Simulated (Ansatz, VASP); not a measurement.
# One calculation of BaZrO3, two programs

The input POSCAR:

```
BaZrO3
1.0
    4.2053404461      0.0000000000      0.0000000000
    0.0000000000      4.2053404461      0.0000000000
    0.0000000000      0.0000000000      4.2053404461
Ba Zr O
1 1 3
Direct
    0.0000000000      0.0000000000      0.0000000000
    0.5000000000      0.5000000000      0.5000000000
    0.5000000000      0.0000000000      0.5000000000
    0.5000000000      0.5000000000      0.0000000000
    0.0000000000      0.5000000000      0.5000000000
```

File INCAR.step1:

```
ALGO     = Normal         # electronic algorithm
EDIFF    = 1E-5           # SCF threshold, eV
ENCUT    = 520            # plane-wave cutoff, eV
GGA      = PE             # functional
ISIF     = 2              # what is computed and relaxed
ISMEAR   = 0              # smearing method
LASPH    = T              # aspherical terms in the spheres
LREAL    = F              # projectors in reciprocal space
LWAVE    = T              # write WAVECAR
NBANDS   = 28             # bands
NELM     = 80             # most SCF steps
PREC     = Accurate       # precision mode
SIGMA    = 0.01           # smearing width, eV
```

File INCAR.step2:

```
AEXX     = 0.25           # exact-exchange fraction
ALGO     = Normal         # electronic algorithm
EDIFF    = 1E-6           # SCF threshold, eV
ENCUT    = 520            # plane-wave cutoff, eV
GGA      = PE             # functional
ISIF     = 2              # what is computed and relaxed
ISMEAR   = 0              # smearing method
ISTART   = 1            
LASPH    = T              # aspherical terms in the spheres
LCHARG   = T              # write CHGCAR
LELF     = T              # ELF
LHFCALC  = T              # exact exchange
LREAL    = F              # projectors in reciprocal space
LVHAR    = T            
LWAVE    = F              # write WAVECAR
NBANDS   = 28             # bands
NELM     = 80             # most SCF steps
PREC     = Accurate       # precision mode
PRECFOCK = Fast         
SIGMA    = 0.01           # smearing width, eV
```

File KPOINTS:

```
k-points
0
Gamma
  4 4 4
```

Input for Ansatz:

```yaml
crystal:
  lattice:
    - [4.2053404461, 0.0, 0.0]
    - [0.0, 4.2053404461, 0.0]
    - [0.0, 0.0, 4.2053404461]
  atoms:
    - { symbol: Ba, position: [0.0, 0.0, 0.0] }
    - { symbol: Zr, position: [0.5, 0.5, 0.5] }
    - { symbol: O, position: [0.5, 0.0, 0.5] }
    - { symbol: O, position: [0.5, 0.5, 0.0] }
    - { symbol: O, position: [0.0, 0.5, 0.5] }
kpoints:
  mp_grid: { grid: [4, 4, 4] }
  band_path:
    path: [[0.0, 0.0, 0.0], [0.0, 0.5, 0.0], [0.5, 0.5, 0.0], [0.5, 0.5, 0.5]]
    npoints: 1
hamiltonian:
  xc: pbe0
scf:
  occupations: { method: fixed }
  n_extra_bands: 5
output:
  forces: true
  stress: true
  eigenvalues: true
  write_density: true
  write_potential: true
  elf: true
  volumetric_format: npy
```

Alike in both runs: task single point; functional PBE0; k mesh 4 × 4 × 4; no spin polarisation.

|  | VASP | Ansatz |
| --- | --- | --- |
| version | VASP 6.6.1 | Ansatz 0.2.0 |
| potentials or method | VASP PAW PBE potentials, release 64 (Ba_sv, Zr_sv, O) | plane waves, PAW |
| plane-wave cutoff (eV) | 520 | 420 |
| occupations | gaussian, width 0.01 eV | fixed |
| valence electrons in the cell | 40 | 40 |

|  | VASP | Ansatz | Ansatz less VASP |
| --- | --- | --- | --- |
| gap on the k mesh at the Fermi level (eV) | 5.41 | 5.44 | +0.030 |
| pressure (GPa) | -0.6 | -1.5 | -0.92 |

Ansatz's warnings: stress exchange threshold loose, stress scf threshold loose.

Spin-orbit coupling is off throughout.
